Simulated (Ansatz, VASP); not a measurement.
One calculation of MnO2, two programs

File INCAR:

```
ALGO = Normal ; EDIFF = 1E-6
ENCUT = 520 ; GGA = PE
ISIF = 2 ; ISMEAR = 0
ISPIN = 2 ; LASPH = T
LCHARG = F ; LDAU = T
LDAUJ = 0 0 ; LDAUL = 2 -1
LDAUPRINT = 1 ; LDAUTYPE = 2
LDAUU = 3.9 0 ; LMAXMIX = 4
LORBIT = 11 ; LREAL = F
LWAVE = F ; MAGMOM = 4 -4 0 0 0 0
NBANDS = 38 ; NELM = 150
PREC = Accurate ; SIGMA = 0.02
```

KPOINTS

```
k-points
0
Gamma
  12 12 3
```

The input POSCAR:

```
MnO2
1.0
    2.7782760195      0.0000000000      0.0000000000
   -1.3891380098      2.4060576116      0.0000000000
    0.0000000000      0.0000000000      8.9504899899
Mn O
2 4
Direct
    0.0000000000      0.0000000000      0.2500000000
    0.0000000000      0.0000000000      0.7500000000
    0.6666666667      0.3333333333      0.1468537150
    0.3333333333      0.6666666667      0.3531462850
    0.6666666667      0.3333333333      0.6468537150
    0.3333333333      0.6666666667      0.8531462850
```

Input for Ansatz:

```yaml
crystal:
  lattice:
    - [2.7782760195, 0.0, 0.0]
    - [-1.3891380098, 2.4060576116, 0.0]
    - [0.0, 0.0, 8.9504899899]
  atoms:
    - { symbol: Mn, position: [0.0, 0.0, 0.25], spin: 4.0 }
    - { symbol: O, position: [0.6666666667, 0.3333333333, 0.146853715] }
    - { symbol: O, position: [0.3333333333, 0.6666666667, 0.353146285] }
    - { symbol: Mn, position: [0.0, 0.0, 0.75], spin: -4.0 }
    - { symbol: O, position: [0.6666666667, 0.3333333333, 0.646853715] }
    - { symbol: O, position: [0.3333333333, 0.6666666667, 0.853146285] }
basis:
  ecutwfc: 420
kpoints:
  mp_grid: { grid: [12, 12, 3] }
hamiltonian:
  xc: pbe
  hubbard: { sites: [{ species: Mn, l: d, u_eff: 3.9 }] }
scf:
  occupations: { method: gaussian, width: 0.02 }
output:
  forces: true
  stress: true
  eigenvalues: true
  populations: true
  write_density: true
  write_potential: true
  elf: true
  volumetric_format: npy
magnetization:
  spin_polarized: true
```

Alike in both runs: task single point; functional PBE; k mesh 12 × 12 × 3; occupations gaussian, width 0.02 eV; collinear spin; Hubbard terms Mn d U = 3.9 eV.

```csv
,VASP,Ansatz
version,VASP 6.6.1,Ansatz 0.2.0
potentials or method,"VASP PAW PBE potentials, release 64 (Mn_pv, O), cutoff 520 eV","scalar-relativistic, plane waves, PAW"
valence electrons in the cell,50,54
```

|  | VASP | Ansatz | Ansatz less VASP |
| --- | --- | --- | --- |
| gap on the k mesh at the Fermi level (eV) | 2.63 | 2.61 | -0.012 |
| least direct gap on the mesh (eV) | 2.77 | 2.78 | +0.014 |
| rms of the force components (eV/Å) | 0.905 | 0.842 | -0.0635 |
| net moment per atom (μB) | 0.00 | 0.00 | 0.000 |
| size of the moment on the site where the two differ most (μB) | 3.02 | 2.60 | -0.421 |

Site moments also hang on the region over which each program counts them. The programs project onto different local orbitals, so the same U acts differently, and such runs can settle in different states. VASP's potentials hold 50 valence electrons a cell and Ansatz's 54, so a difference there can come from the potentials and not from the codes.
